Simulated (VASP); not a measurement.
# TiO2 (P4_2/mnm) in VASP: notebook, part 2 of 2

VASP 6.6.1. The steps go on from the part before.

## 5. Single point, r2SCAN+U (biaxial strain in the a-b plane: +1.5 %, then relaxed in part)

Input file POSCAR:

```
TiO2
1.0
    4.6662952931      0.0000000000      0.0000000000
    0.0000000000      4.6662952931      0.0000000000
    0.0000000000      0.0000000000      2.9662134415
Ti O
2 4
Direct
    0.5000000000      0.5000000000      0.0000000000
    0.0000000000      0.0000000000      0.5000000000
    0.6941516406      0.6941516406      0.5000000000
    0.8058483594      0.1941516406      0.0000000000
    0.1941516406      0.8058483594      0.0000000000
    0.3058483594      0.3058483594      0.5000000000
```

Input file INCAR.step1:

```
SYSTEM = TiO2
ALGO = Normal
EDIFF = 1E-4
ENCUT = 520
GGA = PE
ISMEAR = 0
LASPH = .TRUE.
LCHARG = .FALSE.
LDAU = .TRUE.
LDAUJ = 0 0
LDAUL = 2 -1
LDAUTYPE = 2
LDAUU = 4 0
LMAXMIX = 4
LREAL = .FALSE.
LWAVE = .TRUE.
NBANDS = 33
NELM = 150
PREC = Accurate
SIGMA = 0.02
```

Input file INCAR.step2:

```
SYSTEM = TiO2
ALGO = Normal
EDIFF = 1E-6
ENCUT = 520
ISIF = 2
ISMEAR = 0
ISTART = 1
LASPH = .TRUE.
LCHARG = .FALSE.
LDAU = .TRUE.
LDAUJ = 0 0
LDAUL = 2 -1
LDAUPRINT = 1
LDAUTYPE = 2
LDAUU = 4 0
LMAXMIX = 4
LMIXTAU = .TRUE.
LREAL = .FALSE.
LWAVE = .FALSE.
METAGGA = R2SCAN
NBANDS = 33
NELM = 150
PREC = Accurate
SIGMA = 0.02
```

Input file KPOINTS:

```
k-points
0
G
  6 6 8
  0 0 0
```

Command:

```sh
$ cat potpaw_PBE.64/Ti_sv/POTCAR potpaw_PBE.64/O/POTCAR > POTCAR
$ cp INCAR.step1 INCAR
$ mpirun -np 1 vasp_std > vasp.out
$ cp INCAR.step2 INCAR
$ mpirun -np 1 vasp_std > vasp.out
```

It took 7.9 min on 1 thread of Intel Xeon 8259CL, shared host; peak memory 0.23 GiB.

The run converged. Its results:

```
Free energy            : -64.7191 eV
Pressure               : 0.9 GPa
Largest force          : 0.188 eV/Å
Band gap on the k mesh : 2.76 eV (least direct gap 2.77 eV)
```

Forces on the atoms (eV/Å):
```
Ti   0.000  0.000  0.000
Ti   0.000  0.000  0.000
O    0.133  0.133  0.000
O   -0.133  0.133  0.000
O    0.133 -0.133  0.000
O   -0.133 -0.133  0.000
```

Stress tensor (GPa, compression positive):
```
-1.36  0.00  0.00
 0.00 -1.36  0.00
 0.00  0.00  5.46
```

Levels at points of the mesh, in eV from the valence-band top:
```csv
k point,band 21,band 22,band 23,band 24,band 25,band 26,band 27,band 28
"(0.00, 0.00, 0.00)",-0.81,-0.52,-0.52,0.00,2.77,3.00,3.40,3.43
"(0.50, 0.00, 0.00)",-1.63,-1.63,-0.76,-0.76,3.38,3.38,3.90,3.90
"(0.50, 0.50, 0.00)",-1.41,-1.41,-1.17,-1.17,2.76,2.76,3.44,3.44
"(0.00, 0.00, 0.50)",-2.18,-2.18,-1.50,-1.50,3.77,3.77,4.17,4.17
"(0.50, 0.00, 0.50)",-1.96,-1.96,-1.07,-1.07,2.85,2.85,4.20,4.20
"(0.50, 0.50, 0.50)",-1.18,-1.18,-0.77,-0.77,3.45,3.45,4.03,4.03
```

Eigenvalues of the final occupation matrices:
| site | spin | trace | eigenvalues |
| --- | --- | --- | --- |
| site 1 d | 1 | 0.75 | 0.07 0.09 0.09 0.23 0.27 |
| site 1 d | 2 | 0.75 | 0.07 0.09 0.09 0.23 0.27 |
| site 2 d | 1 | 0.75 | 0.07 0.09 0.09 0.23 0.27 |
| site 2 d | 2 | 0.75 | 0.07 0.09 0.09 0.23 0.27 |

Caveat: the cell differs from its parent crystal (biaxial strain in the a-b plane: +1.5 %, then relaxed in part); the PAW data sets were made with another functional, which shifts forces and pressure a little.

## 6. Single point, r2SCAN+U (biaxial strain in the a-b plane: +1.5 %)

Input file POSCAR:

```
TiO2
1.0
    4.6662952931      0.0000000000      0.0000000000
    0.0000000000      4.6662952931      0.0000000000
    0.0000000000      0.0000000000      2.9662369484
Ti O
2 4
Direct
    0.5000000000      0.5000000000      0.0000000000
    0.0000000000      0.0000000000      0.5000000000
    0.6948338994      0.6948338994      0.5000000000
    0.8051661006      0.1948338994      0.0000000000
    0.1948338994      0.8051661006      0.0000000000
    0.3051661006      0.3051661006      0.5000000000
```

Input file INCAR.step1:

```
ALGO     = Normal         # electronic algorithm
EDIFF    = 1E-4           # SCF threshold, eV
ENCUT    = 520            # plane-wave cutoff, eV
GGA      = PE             # functional
ISMEAR   = 0              # smearing method
LASPH    = True           # aspherical terms in the spheres
LCHARG   = False          # write CHGCAR
LDAU     = True           # DFT+U
LDAUJ    = 0 0          
LDAUL    = 2 -1           # shell
LDAUTYPE = 2            
LDAUU    = 4 0            # U, eV
LMAXMIX  = 4              # l up to which the mixer works
LREAL    = False          # projectors in reciprocal space
LWAVE    = True           # write WAVECAR
NBANDS   = 33             # bands
NELM     = 150            # most SCF steps
PREC     = Accurate       # precision mode
SIGMA    = 0.02           # smearing width, eV
```

Input file INCAR.step2:

```
ALGO     = Normal         # electronic algorithm
EDIFF    = 1E-6           # SCF threshold, eV
ENCUT    = 520            # plane-wave cutoff, eV
ISIF     = 2              # what is computed and relaxed
ISMEAR   = 0              # smearing method
ISTART   = 1            
LASPH    = True           # aspherical terms in the spheres
LCHARG   = False          # write CHGCAR
LDAU     = True           # DFT+U
LDAUJ    = 0 0          
LDAUL    = 2 -1           # shell
LDAUPRINT= 1            
LDAUTYPE = 2            
LDAUU    = 4 0            # U, eV
LMAXMIX  = 4              # l up to which the mixer works
LMIXTAU  = True         
LREAL    = False          # projectors in reciprocal space
LWAVE    = False          # write WAVECAR
METAGGA  = R2SCAN         # meta-GGA
NBANDS   = 33             # bands
NELM     = 150            # most SCF steps
PREC     = Accurate       # precision mode
SIGMA    = 0.02           # smearing width, eV
```

Input file KPOINTS:

```
k-points
0
Gamma
  6 6 8
```

Potentials or basis: VASP PAW PBE potentials, release 64 (Ti_sv, O).

Command:

```sh
$ cat potpaw_PBE.64/Ti_sv/POTCAR potpaw_PBE.64/O/POTCAR > POTCAR
$ cp INCAR.step1 INCAR
$ mpirun -np 1 vasp_std > vasp.out
$ cp INCAR.step2 INCAR
$ mpirun -np 1 vasp_std > vasp.out
```

OUTCAR:

```text
EDIFF = 1E-6
   ENCUT = 520
   ISIF = 2
   ISMEAR = 0
   ISTART = 1
   LASPH = True
   LREAL = False
   METAGGA = R2SCAN
   NELM = 150
   PREC = Accurate

 ion  position               nearest neighbor table
   1  0.500  0.500  0.000-   3 1.96   6 1.96   3 1.96   6 1.96   5 2.01   4 2.01
   2  0.000  0.000  0.500-   4 1.96   5 1.96   4 1.96   5 1.96   3 2.01   6 2.01
   3  0.695  0.695  0.500-   1 1.96   1 1.96   2 2.01
   4  0.805  0.195  0.000-   2 1.96   2 1.96   1 2.01
[... 1146 lines left out ...]
  -------------------------------------------------------------------------------------
  Total       -0.6409594     -0.6409594      2.0581233      0.0000000      0.0000000      0.0000000
  in kB      -15.8997689    -15.8997689     51.0542266      0.0000000      0.0000000      0.0000000
  external PRESSURE =       6.4182296 kB  Pullay stress =       0.0000000 kB

 VOLUME and BASIS-vectors are now :
 -----------------------------------------------------------------------------
  energy-cutoff  :      520.00
  volume of cell :       64.59
      direct lattice vectors                 reciprocal lattice vectors
     4.666295293  0.000000000  0.000000000     0.214302769  0.000000000  0.000000000
     0.000000000  4.666295293  0.000000000     0.000000000  0.214302769  0.000000000
     0.000000000  0.000000000  2.966236948     0.000000000  0.000000000  0.337127484

 POSITION                                       TOTAL-FORCE (eV/Angst)
 -----------------------------------------------------------------------------------
      2.33315      2.33315      0.00000         0.000000     -0.000000      0.000000
      0.00000      0.00000      1.48312         0.000000     -0.000000      0.000000
      3.24230      3.24230      1.48312         0.062158      0.062158      0.000000
      3.75714      0.90915      0.00000        -0.062158      0.062158      0.000000
      0.90915      3.75714      0.00000         0.062158     -0.062158      0.000000
      1.42400      1.42400      1.48312        -0.062158     -0.062158     -0.000000
 -----------------------------------------------------------------------------------
    total drift:                                0.000000      0.000000     -0.000000

  FREE ENERGIE OF THE ION-ELECTRON SYSTEM (eV)
  ---------------------------------------------------
  free  energy   TOTEN  =       -64.7216317447 eV

  energy  without entropy=      -64.7216317447  energy(sigma->0) =      -64.72163174
```

OUTCAR.step1:

```text
EDIFF = 1E-4
   ENCUT = 520
   GGA = PE
   ISMEAR = 0
[... 1108 lines left out ...]
      3.24230      3.24230      1.48312         0.089276      0.089276      0.000000
      3.75714      0.90915      0.00000        -0.089276      0.089276      0.000000
      0.90915      3.75714      0.00000         0.089276     -0.089276     -0.000000
      1.42400      1.42400      1.48312        -0.089276     -0.089276     -0.000000
 -----------------------------------------------------------------------------------
    total drift:                                0.000000      0.000000     -0.000000

  FREE ENERGIE OF THE ION-ELECTRON SYSTEM (eV)
  ---------------------------------------------------
  free  energy   TOTEN  =       -48.4277707134 eV

  energy  without entropy=      -48.4277707134  energy(sigma->0) =      -48.42777071
```

OSZICAR.step1:

```text
N       E                     dE             d eps       ncg     rms          rms(c)
DAV:   1     0.672067660154E+03    0.67207E+03   -0.24331E+04  3300   0.172E+03
DAV:   2     0.352016468724E+02   -0.63687E+03   -0.59493E+03  3531   0.521E+02
DAV:   3    -0.617430757766E+02   -0.96945E+02   -0.95401E+02  4478   0.192E+02
DAV:   4    -0.677013731446E+02   -0.59583E+01   -0.59451E+01  4978   0.450E+01
DAV:   5    -0.679486070139E+02   -0.24723E+00   -0.24720E+00  4294   0.712E+00    0.311E+01
DAV:   6    -0.480815529990E+02    0.19867E+02   -0.80898E+01  4433   0.890E+01    0.914E+00
DAV:   7    -0.485037463782E+02   -0.42219E+00   -0.11052E+01  4161   0.240E+01    0.749E+00
DAV:   8    -0.483849122080E+02    0.11883E+00   -0.64614E-01  4566   0.720E+00    0.427E+00
DAV:   9    -0.484364808455E+02   -0.51569E-01   -0.48934E-01  4088   0.532E+00    0.126E+00
DAV:  10    -0.484330054647E+02    0.34754E-02   -0.70256E-02  4356   0.212E+00    0.750E-01
DAV:  11    -0.484279453932E+02    0.50601E-02   -0.17693E-02  3928   0.171E+00    0.119E-01
DAV:  12    -0.484279261074E+02    0.19286E-04   -0.28814E-03  4638   0.481E-01    0.112E-01
DAV:  13    -0.484277766869E+02    0.14942E-03   -0.78875E-04  3826   0.226E-01    0.305E-02
DAV:  14    -0.484277707134E+02    0.59735E-05   -0.82453E-05  2041   0.112E-01
   1 F= -.48427771E+02 E0= -.48427771E+02  d E =-.645781E-23
```

Run time: 7.9 min. Hardware: 1 thread of Intel Xeon 8259CL, shared host; peak memory 0.23 GiB.

Results:

```
Free energy            : -64.7216 eV
Pressure               : 0.6 GPa
Largest force          : 0.088 eV/Å
Band gap on the k mesh : 2.73 eV (least direct gap 2.75 eV)
```

Forces in eV/Å, atoms in the order of the input:
```
Ti   0.000  0.000  0.000
Ti   0.000  0.000  0.000
O    0.062  0.062  0.000
O   -0.062  0.062  0.000
O    0.062 -0.062  0.000
O   -0.062 -0.062  0.000
```

Stress tensor (GPa, compression positive):
```
-1.59  0.00  0.00
 0.00 -1.59  0.00
 0.00  0.00  5.11
```

Levels at points of the mesh, in eV from the valence-band top:
```tsv
k point	band 22	band 23	band 24	band 25	band 26	band 27
(0.00, 0.00, 0.00)	-0.54	-0.54	0.00	2.75	2.95	3.37
(0.50, 0.00, 0.00)	-1.64	-0.76	-0.76	3.35	3.35	3.89
(0.50, 0.50, 0.00)	-1.42	-1.20	-1.20	2.73	2.73	3.42
(0.00, 0.00, 0.50)	-2.20	-1.50	-1.50	3.77	3.77	4.16
(0.50, 0.00, 0.50)	-1.96	-1.08	-1.08	2.83	2.83	4.19
(0.50, 0.50, 0.50)	-1.20	-0.77	-0.77	3.44	3.44	4.00
```

Eigenvalues of the final occupation matrices:
| site | spin | trace | eigenvalues |
| --- | --- | --- | --- |
| site 1 d | 1 | 0.75 | 0.07 0.09 0.09 0.23 0.27 |
| site 1 d | 2 | 0.75 | 0.07 0.09 0.09 0.23 0.27 |
| site 2 d | 1 | 0.75 | 0.07 0.09 0.09 0.23 0.27 |
| site 2 d | 2 | 0.75 | 0.07 0.09 0.09 0.23 0.27 |

Caveat: the cell differs from its parent crystal (biaxial strain in the a-b plane: +1.5 %); the PAW data sets were made with another functional, which shifts forces and pressure a little.

## 7. Single point, r2SCAN+U

This run uses another cell than the first one, of 10.76 Å³/atom.

Input file POSCAR:

```
TiO2
1.0
    4.6662952931      0.0000000000      0.0000000000
    0.0000000000      4.6662952931      0.0000000000
    0.0000000000      0.0000000000      2.9662134415
Ti O
2 4
Direct
    0.5000000000      0.5000000000      0.0000000000
    0.0000000000      0.0000000000      0.5000000000
    0.6941516406      0.6941516406      0.5000000000
    0.8058483594      0.1941516406      0.0000000000
    0.1941516406      0.8058483594      0.0000000000
    0.3058483594      0.3058483594      0.5000000000
```

Input file INCAR.step1:

```
PREC = Accurate ; ENCUT = 520
ISMEAR = 0 ; SIGMA = 0.02
LREAL = False ; LASPH = True
NELM = 150 ; LMAXMIX = 4
LDAU = True ; LDAUTYPE = 2
LDAUL = 2 -1 ; LDAUU = 4 0
LDAUJ = 0 0 ; NBANDS = 33
GGA = PE ; ALGO = Normal
EDIFF = 1E-4 ; LWAVE = True
LCHARG = False
```

Input file INCAR.step2:

```
PREC = Accurate ; ENCUT = 520
EDIFF = 1E-6 ; ISMEAR = 0
SIGMA = 0.02 ; LREAL = False
LASPH = True ; NELM = 150
ALGO = Normal ; ISIF = 2
LWAVE = False ; LCHARG = False
LMAXMIX = 4 ; LDAU = True
LDAUTYPE = 2 ; LDAUL = 2 -1
LDAUU = 4 0 ; LDAUJ = 0 0
LDAUPRINT = 1 ; METAGGA = R2SCAN
LMIXTAU = True ; NBANDS = 33
ISTART = 1
```

Input file KPOINTS:

```
Automatic mesh
0
Gamma
  6 6 8
```

Command:

```sh
$ cat potpaw_PBE.64/Ti_sv/POTCAR potpaw_PBE.64/O/POTCAR > POTCAR
$ cp INCAR.step1 INCAR
$ mpirun -np 1 vasp_std > vasp.out
$ cp INCAR.step2 INCAR
$ mpirun -np 1 vasp_std > vasp.out
```

Run time: 6.6 min. Hardware: 1 thread of Intel Xeon 8259CL, shared host; peak memory 0.23 GiB.

It converged, with:

* Free energy: -64.7191 eV
* Pressure: 0.9 GPa
* Largest force: 0.188 eV/Å
* Band gap on the k mesh: 2.76 eV (least direct gap 2.77 eV)

Forces on the atoms (eV/Å):
```
Ti   0.000  0.000  0.000
Ti   0.000  0.000  0.000
O    0.133  0.133  0.000
O   -0.133  0.133  0.000
O    0.133 -0.133  0.000
O   -0.133 -0.133  0.000
```

Stress tensor (GPa, compression positive):
```
-1.36  0.00  0.00
 0.00 -1.36  0.00
 0.00  0.00  5.46
```

Levels at points of the mesh, in eV from the valence-band top:
```tsv
k point	band 21	band 22	band 23	band 24	band 25	band 26	band 27	band 28
(0.00, 0.00, 0.00)	-0.81	-0.52	-0.52	0.00	2.77	3.00	3.40	3.43
(0.50, 0.00, 0.00)	-1.63	-1.63	-0.76	-0.76	3.38	3.38	3.90	3.90
(0.50, 0.50, 0.00)	-1.41	-1.41	-1.17	-1.17	2.76	2.76	3.44	3.44
(0.00, 0.00, 0.50)	-2.18	-2.18	-1.50	-1.50	3.77	3.77	4.17	4.17
(0.50, 0.00, 0.50)	-1.96	-1.96	-1.07	-1.07	2.85	2.85	4.20	4.20
(0.50, 0.50, 0.50)	-1.18	-1.18	-0.77	-0.77	3.45	3.45	4.03	4.03
```

Eigenvalues of the final occupation matrices:
```
    site  spin  trace               eigenvalues
site 1 d     1   0.75  0.07 0.09 0.09 0.23 0.27
site 1 d     2   0.75  0.07 0.09 0.09 0.23 0.27
site 2 d     1   0.75  0.07 0.09 0.09 0.23 0.27
site 2 d     2   0.75  0.07 0.09 0.09 0.23 0.27
```

Caveat: the PAW data sets were made with another functional, which shifts forces and pressure a little. A k mesh can miss the band edges.

## 8. Summary

```csv
cell,gap on the mesh (eV),pressure (GPa),largest force (eV/Å)
"a = 4.597, b = 4.597, c = 2.993 Å, 6 atoms",2.78,4.8,0.15
"a = 4.666, b = 4.666, c = 3.038 Å, 6 atoms",2.70,-5.5,0.16
"a = 4.666, b = 4.666, c = 2.966 Å, 6 atoms",2.76,0.9,0.19
```

Some of these runs hold the atoms at other places in the same cell, which the table doesn't show; runs alike in all that it shows share one row.

Alike in all rows: task single point; level r2SCAN+U; potentials or basis VASP PAW PBE potentials, release 64 (Ti_sv, O); no spin polarisation; Ti d U = 4.0 eV; k mesh 6 × 6 × 8; cutoff (eV) 520; smearing gaussian 0.02 eV.

Caveats: the PAW data sets were made with another functional, which shifts forces and pressure a little; the cell stands under pressure (at least some runs); the cell stands under tension (at least some runs).

Absolute energies hang on the potentials; compare differences alone.
